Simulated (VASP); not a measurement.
# MgSn4N (F-43m) in VASP: a series of runs, part 2 of 2

VASP 6.6.1.

### Step 5. Relaxation of cell and atoms, PBE

INCAR reads:

```
SYSTEM = MgSn4N
PREC = Accurate
ENCUT = 600
EDIFF = 1E-6
ISMEAR = 0
SIGMA = 0.1
LREAL = .FALSE.
LASPH = .TRUE.
NELM = 100
ALGO = Normal
ISIF = 3
LWAVE = .FALSE.
LCHARG = .FALSE.
GGA = PE
IBRION = 2
NSW = 90
EDIFFG = -0.04
```

KPOINTS reads:

```
Automatic mesh
0
G
  4 4 4
  0 0 0
```

POSCAR reads:

```
MgSn4N
1.0
    0.0000000000      4.0182010300      4.0182010300
    4.0182010300      0.0000000000      4.0182010300
    4.0182010300      4.0182010300      0.0000000000
Mg Sn N
1 4 1
Direct
    0.2500000000      0.2500000000      0.2500000000
    0.1221060800      0.6259646400      0.6259646400
    0.6259646400      0.1221060800      0.6259646400
    0.6259646400      0.6259646400      0.1221060800
    0.6259646400      0.6259646400      0.6259646400
    0.0000000000      0.0000000000      0.0000000000
```

Potentials or basis: VASP PAW PBE potentials, release 64 (Mg, Sn_d, N).

The run is started by

```sh
cat potpaw_PBE.64/Mg/POTCAR potpaw_PBE.64/Sn_d/POTCAR potpaw_PBE.64/N/POTCAR > POTCAR
mpirun -np 1 vasp_std > vasp.out
```

OUTCAR:

```text
SYSTEM = MgSn4N
   PREC = Accurate
   ENCUT = 600
   EDIFF = 1E-6
   ISMEAR = 0
   LREAL = .FALSE.
   LASPH = .TRUE.
   NELM = 100
   ISIF = 3
   GGA = PE
   IBRION = 2
   NSW = 90
   EDIFFG = -0.04

 ion  position               nearest neighbor table
   1  0.250  0.250  0.250-   2 3.33   3 3.33   4 3.33   2 3.33   3 3.33   5 3.33   2 3.33   4 3.33
                             5 3.33   3 3.33   4 3.33   5 3.33
   2  0.122  0.626  0.626-   3 2.82   4 2.82   5 2.82   5 2.86   4 2.86   3 2.86   1 3.33   1 3.33
                             1 3.33
   3  0.626  0.122  0.626-   2 2.82   4 2.82   5 2.82   4 2.86   5 2.86   2 2.86   1 3.33   1 3.33
                             1 3.33
   4  0.626  0.626  0.122-   2 2.82   3 2.82   5 2.82   5 2.86   3 2.86   2 2.86   1 3.33   1 3.33
                             1 3.33
   5  0.626  0.626  0.626-   2 2.82   3 2.82   4 2.82   4 2.86   3 2.86   2 2.86   1 3.33   1 3.33
                             1 3.33
   6  0.000  0.000  0.000-

  LATTYP: Found a face centered cubic cell.
 ALAT       =     8.0364020600

  Lattice vectors:

 A1 = (   0.0000000000,   4.0182010300,   4.0182010300)
 A2 = (   4.0182010300,   0.0000000000,   4.0182010300)
 A3 = (   4.0182010300,   4.0182010300,   0.0000000000)

Analysis of symmetry for initial positions (statically):
=====================================================================
 Subroutine PRICEL returns:
 Original cell was already a primitive cell.

 Routine SETGRP: Setting up the symmetry group for a
 face centered cubic supercell.

[... 145 lines left out ...]
 maximum number of plane-waves:      4348
 NGX is ok and might be reduce to    48
   NGX = 23   NGY = 23   NGZ = 23

--------------------------------------- Ionic step        1  -------------------------------------------

 number of electron      62.9999998 magnetization

 Free energy of the ion-electron system (eV)
  ---------------------------------------------------
  ext. energy  EPLUGINS =         0.00000000
  ---------------------------------------------------
  free energy    TOTEN  =       -18.30142753 eV

  energy without entropy =      -18.29489684  energy(sigma->0) =      -18.29816219

 E-fermi :   7.6255     XC(G=0): -10.3706

 val. band max:        7.5361249551   @ k =   0.5000   0.5000   0.0000
 cond. band min:       7.7967371657   @ k =   0.5000   0.2500   0.0000
 fundamental gap:      0.2606122106
 Fermi energy:         7.6255155985

 k-point     1 :       0.0000    0.0000    0.0000
  band No.  band energies     occupation
      1     -14.8014      2.00000
      2     -14.5567      2.00000
      3     -14.5567      2.00000
      4     -14.5567      2.00000
      5     -14.5259      2.00000
      6     -14.5259      2.00000
[... 468 lines left out ...]
--------------------------------------- Ionic step        5  -------------------------------------------

 number of electron      63.0000016 magnetization

 Free energy of the ion-electron system (eV)
  ---------------------------------------------------
  ext. energy  EPLUGINS =         0.00000000
  ---------------------------------------------------
  free energy    TOTEN  =       -19.09941671 eV

  energy without entropy =      -19.07498919  energy(sigma->0) =      -19.08720295

 E-fermi :   5.6602     XC(G=0):  -9.5750

 val. band max:        5.6559541945   @ k =   0.5000   0.0000   0.0000
 cond. band min:       5.7819391504   @ k =  -0.2500   0.5000   0.2500
 fundamental gap:      0.1259849559
 Fermi energy:         5.6601889804

 k-point     1 :       0.0000    0.0000    0.0000
  band No.  band energies     occupation
      1     -16.2860      2.00000
      2     -16.1558      2.00000
      3     -16.1558      2.00000
      4     -16.1558      2.00000
      5     -16.1485      2.00000
      6     -16.1485      2.00000
[... 342 lines left out ...]
  FREE ENERGIE OF THE ION-ELECTRON SYSTEM (eV)
  ---------------------------------------------------
  free  energy   TOTEN  =       -19.0994167125 eV

  energy  without entropy=      -19.0749891907  energy(sigma->0) =      -19.08720295

 reached required accuracy - stopping structural energy minimisation
```

OSZICAR:

```text
N       E                     dE             d eps       ncg     rms          rms(c)
DAV:   1     0.682152586661E+03    0.68215E+03   -0.33667E+04   592   0.281E+03
DAV:   2     0.856746760842E+02   -0.59648E+03   -0.58612E+03   592   0.676E+02
DAV:   3    -0.129487525906E+02   -0.98623E+02   -0.95019E+02   680   0.220E+02
[... 54 lines left out ...]
DAV:   4    -0.190994411630E+02    0.93086E-04   -0.18696E-04   688   0.110E-01    0.404E-02
DAV:   5    -0.190994207661E+02    0.20397E-04   -0.66803E-05   778   0.756E-02    0.121E-02
DAV:   6    -0.190994179817E+02    0.27844E-05   -0.34963E-06   489   0.120E-02    0.404E-03
DAV:   7    -0.190994168601E+02    0.11216E-05   -0.51068E-07   296   0.515E-03    0.796E-04
DAV:   8    -0.190994167125E+02    0.14757E-06   -0.15577E-07   296   0.334E-03
   5 F= -.19099417E+02 E0= -.19087203E+02  d E =-.676452E-03
```

CONTCAR:

```text
MgSn4N
   1.00000000000000
    -0.0000000000000000    4.2650137186880164    4.2650137186880164
     4.2650137186880164   -0.0000000000000000    4.2650137186880164
     4.2650137186880164    4.2650137186880164   -0.0000000000000000
  Mg              Sn              N
     1     4     1
Direct
     0.2500000000000000    0.2500000000000000    0.2500000000000000
     0.1244745370477902    0.6251751543174033    0.6251751543174033
     0.6251751543174033    0.1244745370477902    0.6251751543174033
     0.6251751543174033    0.6251751543174033    0.1244745370477902
     0.6251751543174033    0.6251751543174033    0.6251751543174033
     0.0000000000000000    0.0000000000000000    0.0000000000000000

  0.00000000E+00  0.00000000E+00  0.00000000E+00
  0.00000000E+00  0.00000000E+00  0.00000000E+00
  0.00000000E+00  0.00000000E+00  0.00000000E+00
  0.00000000E+00  0.00000000E+00  0.00000000E+00
  0.00000000E+00  0.00000000E+00  0.00000000E+00
  0.00000000E+00  0.00000000E+00  0.00000000E+00
```

Wall time 1.7 min (1 thread of Intel Xeon 6975P-C (Granite Rapids), shared host); peak memory 0.36 GiB.

What came out:

```
Free energy                           : -19.0994 eV
Relaxed volume                        : 25.86 Å³/atom
Relaxed cell                          : a = 6.032 Å, b = 6.032 Å, c = 6.032 Å, α = 60.00°, β = 60.00°, γ = 60.00°
Space group after relaxing (to 0.1 Å) : F-43m (No. 216)
Energy gained by relaxing             : 133.0 meV/atom
Ionic steps                           : 5
Pressure after relaxing               : -0.1 GPa
Largest force after relaxing          : 0.005 eV/Å
Band gap on the k mesh                : zero (an odd number of electrons rules out a gap without spin polarisation)
```

Forces in eV/Å, atoms in the order of the input:
```
Mg   0.000  0.000  0.000
Sn  -0.003  0.003  0.003
Sn   0.003 -0.003  0.003
Sn   0.003  0.003 -0.003
Sn  -0.003 -0.003 -0.003
N    0.000  0.000  0.000
```

Step by step:
```
step  energy change (eV)  largest force (eV/Å)  pressure (GPa)  volume (Å³)
   1              0.0000                0.3857           12.00       129.76
   2             -0.7495                0.1340           -1.86       162.60
   3             -0.7972                0.0854            0.15       154.51
   4             -0.7973                0.0904            0.00       155.04
   5             -0.7980                0.0050           -0.05       155.16
```

Final structure:
```xyz
6
Lattice="0.0000 4.2650 4.2650 4.2650 0.0000 4.2650 4.2650 4.2650 0.0000" Properties=species:S:1:pos:R:3 pbc="T T T"
Mg    2.1325    2.1325    2.1325
Sn    5.3328    3.1973    3.1973
Sn    3.1973    5.3328    3.1973
Sn    3.1973    3.1973    5.3328
Sn    5.3328    5.3328    5.3328
N     0.0000    0.0000    0.0000
```

Levels at points of the mesh, in eV from the Fermi level:
| k point | band 29 | band 30 | band 31 | band 32 | band 33 | band 34 | band 35 | band 36 |
| --- | --- | --- | --- | --- | --- | --- | --- | --- |
| (0.00, 0.00, 0.00) | -3.07 | -0.97 | -0.97 | -0.54 | -0.46 | -0.46 | -0.46 | 3.69 |
| (0.50, 0.00, 0.00) | -0.65 | -0.25 | -0.25 | 0.00 | 0.90 | 0.90 | 1.48 | 2.01 |
| (0.50, 0.50, 0.00) | -0.56 | -0.05 | 0.46 | 0.90 | 0.90 | 1.16 | 1.54 | 1.68 |

Caveat: the volume moved by over 15 % at a fixed basis, so the end points are rough; spin-orbit coupling is left out, which moves the levels of the heavy elements.

### Step 6. Relaxation of cell and atoms, PBE

This run uses another cell than the first one, of 25.83 Å³/atom.

INCAR reads:

```
  PREC = Accurate
  ENCUT = 600
  EDIFF = 1E-6
  ISMEAR = 0
  SIGMA = 0.1
  LREAL = F
  LASPH = T
  NELM = 100
  ALGO = Normal
  ISIF = 3
  LWAVE = F
  LCHARG = F
  GGA = PE
  IBRION = 2
  NSW = 100
  EDIFFG = -0.01
```

KPOINTS reads:

```
Automatic mesh
0
Gamma
  8 8 8
```

POSCAR reads:

```
MgSn4N
1.0
    0.0000000000      4.2631558351      4.2631558351
    4.2631558351      0.0000000000      4.2631558351
    4.2631558351      4.2631558351      0.0000000000
Mg Sn N
1 4 1
Direct
    0.7500000000      0.7500000000      0.7500000000
    0.3747998560      0.3747998560      0.8756004320
    0.8756004320      0.3747998560      0.3747998560
    0.3747998560      0.3747998560      0.3747998560
    0.3747998560      0.8756004320      0.3747998560
    0.0000000000      0.0000000000      0.0000000000
```

Potentials or basis: VASP PAW PBE potentials, release 64 (Mg, Sn_d, N).

The run is started by

```sh
cat potpaw_PBE.64/Mg/POTCAR potpaw_PBE.64/Sn_d/POTCAR potpaw_PBE.64/N/POTCAR > POTCAR
mpirun -np 1 vasp_std > vasp.out
```

It took 2.4 min on 1 thread of Intel Xeon 6975P-C (Granite Rapids), shared host; peak memory 0.46 GiB.

It converged, with:

```yaml
Free_energy: -19.0541 eV
Relaxed_volume: 26.09 Å³/atom
Relaxed_cell: a = 6.049 Å, b = 6.049 Å, c = 6.049 Å, α = 60.00°, β = 60.00°, γ = 60.00°
Space_group_after_relaxing_to_0.1_Å: F-43m (No. 216)
Energy_gained_by_relaxing: 0.3 meV/atom
Ionic_steps: 2
Pressure_after_relaxing: 0.0 GPa
Largest_force_after_relaxing: 0.005 eV/Å
Band_gap_on_the_k_mesh: zero (an odd number of electrons rules out a gap without spin polarisation)
```

Forces in eV/Å, atoms in the order of the input:
```
Mg   0.000  0.000  0.000
Sn  -0.003 -0.003  0.003
Sn   0.003 -0.003 -0.003
Sn   0.003  0.003  0.003
Sn  -0.003  0.003 -0.003
N    0.000  0.000  0.000
```

The path:
```tsv
step	energy change (eV)	largest force (eV/Å)	pressure (GPa)	volume (Å³)
1	0.0000	0.0267	0.43	154.96
2	-0.0021	0.0052	-0.01	156.52
```

Final structure:
```yaml
crystal:
  lattice:
    - [0.00000, 4.27742, 4.27742]
    - [4.27742, 0.00000, 4.27742]
    - [4.27742, 4.27742, 0.00000]
  atoms:
    - { symbol: Mg, position: [0.75000, 0.75000, 0.75000] }
    - { symbol: Sn, position: [0.37471, 0.37471, 0.87586] }
    - { symbol: Sn, position: [0.87586, 0.37471, 0.37471] }
    - { symbol: Sn, position: [0.37471, 0.37471, 0.37471] }
    - { symbol: Sn, position: [0.37471, 0.87586, 0.37471] }
    - { symbol: N, position: [0.00000, 0.00000, 0.00000] }
```

Levels at points of the mesh, in eV from the Fermi level:
| k point | band 30 | band 31 | band 32 | band 33 | band 34 | band 35 |
| --- | --- | --- | --- | --- | --- | --- |
| (0.00, 0.00, 0.00) | -0.91 | -0.91 | -0.50 | -0.49 | -0.49 | -0.49 |
| (0.50, 0.00, 0.00) | -0.26 | -0.26 | 0.00 | 0.95 | 0.95 | 1.52 |
| (0.50, 0.50, 0.00) | -0.11 | 0.51 | 0.96 | 0.96 | 1.20 | 1.59 |

Caveat: spin-orbit coupling is left out, which moves the levels of the heavy elements.

### Step 7. Overview

| task | cell | k mesh | cutoff (eV) | gap on the mesh (eV) | pressure (GPa) | relaxed volume (Å³/atom) | largest force (eV/Å) |
| --- | --- | --- | --- | --- | --- | --- | --- |
| single point | a = 5.683 Å, angles 60.0°, 6 atoms, atomic positions A | 4 × 4 × 4 | 520 | none | 12.0 | - | 0.39 |
| single point | a = 6.029 Å, angles 60.0°, 6 atoms, atomic positions B | 4 × 4 × 4 | 520 | none | 0.0 | - | 0.01 |
| single point | a = 6.052 Å, angles 60.0°, 6 atoms, atomic positions B | 8 × 8 × 8 | 520 | none | -0.1 | - | 0.01 |
| relaxation of cell and atoms | relaxed from a = 5.683 Å, angles 60.0°, 6 atoms, atomic positions A | 4 × 4 × 4 | 600 | none | -0.1 | 25.86 | - |
| relaxation of cell and atoms | relaxed from a = 6.029 Å, angles 60.0°, 6 atoms, atomic positions B | 8 × 8 × 8 | 600 | none | 0.0 | 26.09 | 0.01 |

Alike in all rows: level PBE; potentials or basis VASP PAW PBE potentials, release 64 (Mg, Sn_d, N); no spin polarisation; smearing gaussian 0.1 eV.

Caveats: spin-orbit coupling is left out, which moves the levels of the heavy elements; the cell stands under pressure (at least some runs); the volume moved by over 15 % at a fixed basis, so the end points are rough (at least some runs).

Total energies depend on the potentials used, so only differences within one code and one set of settings carry meaning.

The gap in the log of VASP goes by the Fermi energy; the results here count the filled bands.